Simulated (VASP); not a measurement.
## B3As: single point with PBE

The system is B3As.

```
B As
1.0
     4.95465    0.00000    0.00000
    -2.47732    4.29085    0.00000
     0.00000    0.00000    4.40295
B As
6 2
Direct
  0.69534 0.00000 0.75000
  0.00000 0.30466 0.25000
  0.30466 0.00000 0.25000
  0.00000 0.69534 0.75000
  0.69534 0.69534 0.25000
  0.30466 0.30466 0.75000
  0.00000 0.00000 0.00000
  0.00000 0.00000 0.50000
```

The cell was built from a structure type or drawn by symmetry, and may not be a known phase.

| Property | Result |
| --- | --- |
| Program | VASP 6.6.1 |
| Task | single point |
| Functional | PBE |
| Potentials or basis | VASP PAW PBE potentials, release 64 (B, As) |
| Cutoff | 520 eV |
| k mesh | 6 × 6 × 4 |
| Occupations | gaussian, width 0.1 eV |
| Spin | no spin polarisation |
| Dipole correction | no |
| Further INCAR settings | ALGO = Normal; EDIFF = 1e-07; NBANDS = 24 |

```json
{"Pressure": "62.8 GPa", "Largest force": "8.215 eV/Å", "Band gap on the k mesh": "zero (bands 14 and 15 overlap by 0.81 eV)"}
```

Forces in eV/Å, atoms in the order of the input:
```
B   -8.215  0.000  0.000
B   -4.107  7.114  0.000
B    8.215  0.000  0.000
B    4.107 -7.114  0.000
B   -4.107 -7.114  0.000
B    4.107  7.114  0.000
As   0.000  0.000  0.000
As   0.000  0.000  0.000
```

Stress tensor (GPa, compression positive):
```
 41.08   0.00   0.00
  0.00  41.08   0.00
  0.00   0.00 106.38
```

Levels at points of the mesh, in eV from the Fermi level:
```csv
k point,band 12,band 13,band 14,band 15,band 16,band 17
"(0.00, 0.00, 0.00)",-2.51,-1.46,-1.28,1.26,1.26,1.33
"(0.50, 0.00, 0.00)",-1.19,-1.08,-0.79,-0.23,1.11,1.98
"(0.00, 0.00, 0.50)",-2.70,-2.70,-2.70,0.14,0.14,2.73
"(0.50, 0.00, 0.50)",-1.27,-0.45,-0.45,-0.02,-0.02,1.30
```

Run time: 70 s on 1 thread of Intel(R) Xeon(R) Platinum 8259CL CPU @ 2.50GHz (Skylake/Cascade Lake), with other jobs on the host, peak memory 0.24 GiB.

Caveat: the cell stands under pressure; forces of over 1 eV/Å act on the atoms, so gaps and moduli don't describe the material at rest.
